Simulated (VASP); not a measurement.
# InAs (rocksalt type) (Fm-3m) in VASP: single point with PBE

Aim: the single point of InAs (rocksalt type) with PBE.

Everything below comes from runs of VASP 6.6.1. Logs are shortened: lines on timing, memory, paths and dates and some standing lists are left out, and cuts for length are marked.

## Step 1: The cell of the first run

It takes space group Fm-3m (No. 225, cubic). The conventional cell has a = 5.752 Å, b = 5.752 Å, c = 5.752 Å, α = 90.00°, β = 90.00°, γ = 90.00°. In (site symmetry m-3m) has 6 As at 2.88 Å within 3.8 Å. Within 3.8 Å of As (site symmetry m-3m) lie 6 In at 2.88 Å.

## Step 2: Single point, PBE

INCAR reads:

```
  PREC = Accurate
  ENCUT = 520
  EDIFF = 1E-6
  ISMEAR = -1
  SIGMA = 0.1
  LREAL = F
  LASPH = T
  NELM = 80
  ALGO = Normal
  ISIF = 2
  LWAVE = F
  LCHARG = T
  GGA = PE
  LELF = T
  LVHAR = T
  NBANDS = 16
```

KPOINTS reads:

```
regular mesh
0
Gamma
  13 13 13
```

POSCAR reads:

```
InAs
1.0
    0.0000000000      2.8760203676      2.8760203676
    2.8760203676      0.0000000000      2.8760203676
    2.8760203676      2.8760203676      0.0000000000
In As
1 1
Direct
    0.0000000000      0.0000000000      0.0000000000
    0.5000000000      0.5000000000      0.5000000000
```

Potentials or basis: VASP PAW PBE potentials, release 64 (In_d, As).

Command:

```
> cat potpaw_PBE.64/In_d/POTCAR potpaw_PBE.64/As/POTCAR > POTCAR
> mpirun -np 1 vasp_std > vasp.out
```

OUTCAR:

```text
PREC = Accurate
   ENCUT = 520
   EDIFF = 1E-6
   ISMEAR = -1
   LREAL = F
   LASPH = T
   NELM = 80
   ISIF = 2
   GGA = PE

 ion  position               nearest neighbor table
   1  0.000  0.000  0.000-   2 2.88   2 2.88   2 2.88   2 2.88   2 2.88   2 2.88
   2  0.500  0.500  0.500-   1 2.88   1 2.88   1 2.88   1 2.88   1 2.88   1 2.88

  LATTYP: Found a face centered cubic cell.
 ALAT       =     5.7520407352

  Lattice vectors:

 A1 = (   0.0000000000,   2.8760203676,   2.8760203676)
 A2 = (   2.8760203676,   0.0000000000,   2.8760203676)
 A3 = (   2.8760203676,   2.8760203676,   0.0000000000)

Analysis of symmetry for initial positions (statically):
=====================================================================
 Subroutine PRICEL returns:
 Original cell was already a primitive cell.

 Routine SETGRP: Setting up the symmetry group for a
 face centered cubic supercell.

 Subroutine GETGRP returns: Found 48 space group operations
 (whereof 48 operations were pure point group operations)
 out of a pool of 48 trial point group operations.

The static configuration has the point symmetry O_h .

Analysis of symmetry for dynamics (positions and initial velocities):
=====================================================================
 Subroutine PRICEL returns:
 Original cell was already a primitive cell.

 Routine SETGRP: Setting up the symmetry group for a
 face centered cubic supercell.

 Subroutine GETGRP returns: Found 48 space group operations
 (whereof 48 operations were pure point group operations)
 out of a pool of 48 trial point group operations.

The dynamic configuration has the point symmetry O_h .

 Subroutine INISYM returns: Found 48 space group operations
 (whereof 48 operations are pure point group operations),
 and found     1 'primitive' translations

----------------------------------------------------------------------------------------

                                     Primitive cell

  volume of cell :      47.5780

  direct lattice vectors                    reciprocal lattice vectors
     0.000000000  2.876020368  2.876020368    -0.173851342  0.173851342  0.173851342
     2.876020368  0.000000000  2.876020368     0.173851342 -0.173851342  0.173851342
     2.876020368  2.876020368  0.000000000     0.173851342  0.173851342 -0.173851342

  length of vectors
     4.067307010  4.067307010  4.067307010     0.301119357  0.301119357  0.301119357

  position of ions in fractional coordinates (direct lattice)
     0.000000000  0.000000000  0.000000000
     0.500000000  0.500000000  0.500000000

  ion indices of the primitive-cell ions
   primitive index   ion index
                 1           1
                 2           2

----------------------------------------------------------------------------------------

 KPOINTS: regular mesh

Automatic generation of k-mesh.
 Grid dimensions read from file:
 generate k-points for:   13   13   13

 Generating k-lattice:

  Cartesian coordinates                     Fractional coordinates (reciprocal lattice)
    -0.013373180  0.013373180  0.013373180     0.076923077  0.000000000  0.000000000
     0.013373180 -0.013373180  0.013373180     0.000000000  0.076923077  0.000000000
     0.013373180  0.013373180 -0.013373180     0.000000000  0.000000000  0.076923077

  Length of vectors
     0.023163027  0.023163027  0.023163027

  Shift w.r.t. Gamma in fractional coordinates (k-lattice)
     0.000000000  0.000000000  0.000000000

 Subroutine IBZKPT returns following result:
 ===========================================

 Found     84 irreducible k-points:

 Following reciprocal coordinates:
            Coordinates               Weight
  0.000000  0.000000  0.000000      1.000000
  0.076923  0.000000  0.000000      8.000000
  0.153846  0.000000  0.000000      8.000000
  0.230769  0.000000  0.000000      8.000000
  0.307692  0.000000  0.000000      8.000000
  0.384615  0.000000  0.000000      8.000000
[... 16 lines left out ...]
  0.384615  0.153846  0.000000     24.000000
  0.461538  0.153846  0.000000     24.000000
 [... further k-points ...]
   k-points           NKPTS =     84   k-points in BZ     NKDIM =     84   number of bands    NBANDS=     16
   number of dos      NEDOS =    301   number of ions     NIONS =      2
   total plane-waves  NPLWV =  27000
   dimension x,y,z NGX =    30 NGY =   30 NGZ =   30
   dimension x,y,z NGXF=    60 NGYF=   60 NGZF=   60
   ions per type =               1   1
   NGX,Y,Z   is equivalent  to a cutoff of  12.26, 12.26, 12.26 a.u.
   NGXF,Y,Z  is equivalent  to a cutoff of  24.52, 24.52, 24.52 a.u.
 SYSTEM =  unknown system
   PREC   = accura    normal or accurate (medium, high low for compatibility)
   ISTART =      0    job   : 0-new  1-cont  2-samecut
   ICHARG =      2    charge: 1-file 2-atom 10-const
   ISPIN  =      1    spin polarized calculation?
   LNONCOLLINEAR =      F non collinear calculations
   LSORBIT =      F    spin-orbit coupling
   LASPH  =      T    aspherical Exc in radial PAW
   ENCUT  =  520.0 eV  38.22 Ry    6.18 a.u.   7.56  7.56  7.56*2*pi/ulx,y,z
   NELM   =     80;   NELMIN=  2; NELMDL= -5     # of ELM steps
   EDIFF  = 0.1E-05   stopping-criterion for ELM
   LREAL  =      F    real-space projection
   EDIFFG = 0.1E-04   stopping-criterion for IOM
   NSW    =      0    number of steps for IOM
   IBRION =     -1    ionic relax: 0-MD 1-quasi-New 2-CG
   NFREE  =      0    steps in history (QN), initial steepest desc. (CG)
   ISIF   =      2    stress and relaxation
   ISYM   =      2    0-nonsym 1-usesym 2-fastsym
   POTIM  = 0.5000    time-step for ionic-motion
   TEBEG  =    0.0;   TEEND  =   0.0 temperature during run
   PSTRESS=    0.0 pullay stress
   NELECT =      18.0000    total number of electrons
   NUPDOWN=      -1.0000    fix difference up-down
   EMIN   =  10.00;   EMAX   =-10.00  energy-range for DOS
   EFERMI =   0.00;   METHOD = LEGACY
   ISMEAR =    -1;   SIGMA  =   0.10  broadening in eV -4-tet -1-fermi 0-gaus
   EFERMI_NEDOS =   21; number of points for ismear=-14 and -15
   IALGO  =     38    algorithm
   IMIX   =      4    mixing-type and parameters
     AMIX     =   0.40;   BMIX     =  1.00
     AMIX_MAG =   1.60;   BMIX_MAG =  1.00
  volume/ion in A,a.u.               =      23.79       160.54
  Fermi-wavevector in a.u.,A,eV,Ry     =   1.184033  2.237497 19.074464  1.401934
  Thomas-Fermi vector in A             =   2.320255
   LORBIT       =      0    0 simple, 1 ext, 2 COOP (PROOUT), +10 PAW based schemes
   GGA     = PE    functional components
   LHFCALC =     F    Hartree Fock is set to
   AEXX    =    0.0000 exact exchange contribution
   IVDW    =     0    specifies the selected vdW correction
   LEPSILON=     F    determine dielectric tensor
   LRPA    =     F    only Hartree local field effects (RPA)
 non-spin polarized calculation
  energy-cutoff  :      520.00
  volume of cell :       47.58
 maximum number of plane-waves:      1307
   NGX = 15   NGY = 15   NGZ = 15

 number of electron      18.0000001 magnetization

 Free energy of the ion-electron system (eV)
  ---------------------------------------------------
  ext. energy  EPLUGINS =         0.00000000
  ---------------------------------------------------
  free energy    TOTEN  =        -7.33992712 eV

  energy without entropy =       -7.30331514  energy(sigma->0) =       -7.32162113

 E-fermi :   5.9265     XC(G=0): -10.1026

 val. band max:        5.9252736876   @ k =  -0.0769   0.0769   0.0000
 cond. band min:       5.9379132421   @ k =   0.3077   0.0000   0.0000
 fundamental gap:      0.0126395545
 Fermi energy:         5.9265010182

 k-point     1 :       0.0000    0.0000    0.0000
  band No.  band energies     occupation
      1      -8.3901      2.00000
      2      -8.3901      2.00000
      3      -8.3699      2.00000
      4      -8.3699      2.00000
      5      -8.3699      2.00000
      6      -6.1643      2.00000
[... 8 lines left out ...]
     15      13.4333      0.00000
     16      13.4333      0.00000

 k-point     2 :       0.0769    0.0000    0.0000
  band No.  band energies     occupation
      1      -8.3923      2.00000
      2      -8.3923      2.00000
      3      -8.3700      2.00000
      4      -8.3674      2.00000
      5      -8.3674      2.00000
      6      -6.1002      2.00000
[... 8 lines left out ...]
     15      13.4347      0.00000
     16      13.5471      0.00000

 k-point     3 :       0.1538    0.0000    0.0000
  band No.  band energies     occupation
      1      -8.3996      2.00000
      2      -8.3996      2.00000
      3      -8.3703      2.00000
      4      -8.3594      2.00000
      5      -8.3594      2.00000
      6      -5.9112      2.00000
[... 8 lines left out ...]
     15      13.8190      0.00000
     16      13.8191      0.00000

 k-point     4 :       0.2308    0.0000    0.0000
  band No.  band energies     occupation
      1      -8.4107      2.00000
      2      -8.4107      2.00000
      3      -8.3713      2.00000
      4      -8.3470      2.00000
      5      -8.3470      2.00000
      6      -5.6096      2.00000
[... 8 lines left out ...]
     15      14.4744      0.00000
     16      14.4744      0.00000

 k-point     5 :       0.3077    0.0000    0.0000
  band No.  band energies     occupation
      1      -8.4228      2.00000
      2      -8.4228      2.00000
      3      -8.3729      2.00000
      4      -8.3335      2.00000
      5      -8.3335      2.00000
      6      -5.2247      2.00000
[... 8 lines left out ...]
     15      15.3563      0.00000
     16      15.3563      0.00000

 k-point     6 :       0.3846    0.0000    0.0000
  band No.  band energies     occupation
      1      -8.4329      2.00000
      2      -8.4329      2.00000
      3      -8.3745      2.00000
      4      -8.3222      2.00000
      5      -8.3222      2.00000
      6      -4.8223      2.00000
[... 8 lines left out ...]
     15      16.4188      0.00000
     16      16.4188      0.00000
[... 267 lines left out ...]
 k-point    21 :       0.2308    0.1538    0.0000
  band No.  band energies     occupation
      1      -8.4471      2.00000
      2      -8.3845      2.00000
      3      -8.3800      2.00000
      4      -8.3468      2.00000
      5      -8.3437      2.00000
      6      -5.5775      2.00000
[... 8 lines left out ...]
     15      15.6880      0.00000
     16      15.7634      0.00000

 k-point    22 :       0.3077    0.1538    0.0000
  band No.  band energies     occupation
      1      -8.4661      2.00000
      2      -8.3928      2.00000
      3      -8.3789      2.00000
      4      -8.3399      2.00000
      5      -8.3300      2.00000
      6      -5.2394      2.00000
[... 8 lines left out ...]
     15      16.0551      0.00000
     16      16.4109      0.00000

 k-point    23 :       0.3846    0.1538    0.0000
  band No.  band energies     occupation
      1      -8.4793      2.00000
      2      -8.4042      2.00000
      3      -8.3753      2.00000
      4      -8.3344      2.00000
      5      -8.3184      2.00000
      6      -4.8414      2.00000
[... 8 lines left out ...]
     15      16.8273      0.00000
     16      17.3405      0.00000

 k-point    24 :       0.4615    0.1538    0.0000
  band No.  band energies     occupation
      1      -8.4845      2.00000
      2      -8.4156      2.00000
      3      -8.3709      2.00000
      4      -8.3304      2.00000
      5      -8.3121      2.00000
      6      -4.4702      2.00000
[... 8 lines left out ...]
     15      17.7792      0.00000
     16      18.1457      0.00000

 [... further k-points ...]
[... 5 lines left out ...]
  --------------------------------------------------------------------------------------
  -------------------------------------------------------------------------------------
  Total        0.0107769      0.0107769      0.0107769      0.0000000      0.0000000      0.0000000
  in kB        0.3629088      0.3629088      0.3629088      0.0000000      0.0000000      0.0000000
  external PRESSURE =       0.3629088 kB  Pullay stress =       0.0000000 kB

 VOLUME and BASIS-vectors are now :
 -----------------------------------------------------------------------------
  energy-cutoff  :      520.00
  volume of cell :       47.58
      direct lattice vectors                 reciprocal lattice vectors
     0.000000000  2.876020368  2.876020368    -0.173851342  0.173851342  0.173851342
     2.876020368  0.000000000  2.876020368     0.173851342 -0.173851342  0.173851342
     2.876020368  2.876020368  0.000000000     0.173851342  0.173851342 -0.173851342

 POSITION                                       TOTAL-FORCE (eV/Angst)
 -----------------------------------------------------------------------------------
      0.00000      0.00000      0.00000         0.000000     -0.000000     -0.000000
      2.87602      2.87602      2.87602        -0.000000      0.000000      0.000000
 -----------------------------------------------------------------------------------
    total drift:                               -0.000000      0.000000      0.000000

  FREE ENERGIE OF THE ION-ELECTRON SYSTEM (eV)
  ---------------------------------------------------
  free  energy   TOTEN  =        -7.3399271193 eV

  energy  without entropy=       -7.3033151425  energy(sigma->0) =       -7.32162113
```

Wall time 1.8 min (1 thread of Intel Xeon 8259CL, shared host); peak memory 0.21 GiB.

Results:

```
Free energy            : -7.3399 eV
Pressure               : 0.0 GPa
Band gap on the k mesh : zero (bands 9 and 10 overlap by 2.56 eV)
```

Caveat: spin-orbit coupling is left out, which moves the levels of the heavy elements.
